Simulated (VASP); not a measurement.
Write the native input for VASP 6.6.1 that does the following.

```
Task                   : single point
Functional             : PBE
Potentials or basis    : VASP PAW PBE potentials, release 64 (Eu, Ru_pv)
Cutoff                 : 520 eV
k mesh                 : 4 × 4 × 4
Occupations            : gaussian, width 0.05 eV
Spin                   : collinear spin, ferrimagnetic start
Starting moments       : [7.26, -0.75, -0.75, -0.75] μB
Hubbard terms          : Eu f U = 6.0 eV
Dipole correction      : no
Further INCAR settings : ALGO = Normal; EDIFF = 1e-06; NBANDS = 42
```

The structure of EuRu3 lies in POSCAR:

```
EuRu3
1.0
    4.0843113073      0.0000000000      0.0000000000
    0.0000000000      4.0843113073      0.0000000000
    0.0000000000      0.0000000000      4.0843113073
Eu Ru
1 3
Direct
    0.0000000000      0.0000000000      0.0000000000
    0.0000000000      0.5000000000      0.5000000000
    0.5000000000      0.5000000000      0.0000000000
    0.5000000000      0.0000000000      0.5000000000
```

These files were run (other wordings do the same):

INCAR

```
PREC = Accurate
ENCUT = 520
EDIFF = 1E-6
ISMEAR = 0
SIGMA = 0.05
LREAL = False
LASPH = True
NELM = 150
ALGO = Normal
ISIF = 2
LWAVE = False
LCHARG = False
ISPIN = 2
MAGMOM = 7.26 -0.75 -0.75 -0.75
LORBIT = 11
LMAXMIX = 6
LDAU = True
LDAUTYPE = 2
LDAUL = 3 -1
LDAUU = 6 0
LDAUJ = 0 0
LDAUPRINT = 1
GGA = PE
NBANDS = 42
```

KPOINTS

```
Automatic mesh
0
Gamma
  4 4 4
```

Potentials or basis: VASP PAW PBE potentials, release 64 (Eu, Ru_pv).

The run is started by

```sh
$ cat potpaw_PBE.64/Eu/POTCAR potpaw_PBE.64/Ru_pv/POTCAR > POTCAR
$ mpirun -np 1 vasp_std > vasp.out
```

Results of the run:

```yaml
Pressure: 0.1 GPa
Net_moment: 4.70 μB per cell
Site_moments: Eu +6.46; Ru -0.67 μB
Valence_electrons_inside_the_program's_atomic_spheres: Eu 15.08; Ru 12.53
```

Caveat: the k points lie up to 0.38 Å⁻¹ apart.

Run time: 120 s on 1 thread of Intel(R) Xeon(R) Platinum 8259CL CPU @ 2.50GHz (Skylake/Cascade Lake), on a shared host, peak memory 0.22 GiB.
